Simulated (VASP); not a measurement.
Set up this calculation in VASP 6.6.1, as the native input.

- Task: single point
- Functional: LDA
- Potentials or basis: VASP PAW LDA potentials, release 64 (Pb_d, O)
- Cutoff: 520 eV
- k mesh: 8 × 8 × 10
- Occupations: gaussian, width 0.1 eV
- Spin: no spin polarisation
- Dipole correction: no
- Further INCAR settings: ALGO = Normal; EDIFF = 1e-06; NBANDS = 35

The structure of PbO2 (Plattnerite) lies in POSCAR:

```
PbO2
1.0
    4.9374865467      0.0000000000      0.0000000000
    0.0000000000      4.9374865467      0.0000000000
    0.0000000000      0.0000000000      3.3899091151
Pb O
2 4
Direct
    0.0000000000      0.0000000000      0.0000000000
    0.5000000000      0.5000000000      0.5000000000
    0.3073832677      0.3073832677      0.0000000000
    0.1926167323      0.8073832677      0.5000000000
    0.6926167323      0.6926167323      0.0000000000
    0.8073832677      0.1926167323      0.5000000000
```

These files were run (other wordings do the same):

INCAR

```
  PREC = Accurate
  ENCUT = 520
  EDIFF = 1E-6
  ISMEAR = 0
  SIGMA = 0.1
  LREAL = F
  LASPH = T
  NELM = 60
  ALGO = Normal
  ISIF = 2
  LWAVE = F
  LCHARG = T
  GGA = CA
  LELF = T
  LVHAR = T
  NBANDS = 35
```

KPOINTS

```
Automatic mesh
0
Gamma
  8 8 10
```

Potentials or basis: VASP PAW LDA potentials, release 64 (Pb_d, O).

Run with:

```console
$ cat potpaw_LDA.64/Pb_d/POTCAR potpaw_LDA.64/O/POTCAR > POTCAR
$ mpirun -np 1 vasp_std > vasp.out
```

It gave:

The pressure is 0.5 GPa and the largest force is 0.012 eV/Å.

Run time: 3.8 min on 1 thread of Oxide Virtual Turin-like Processor, on a shared host, peak memory 0.28 GiB.
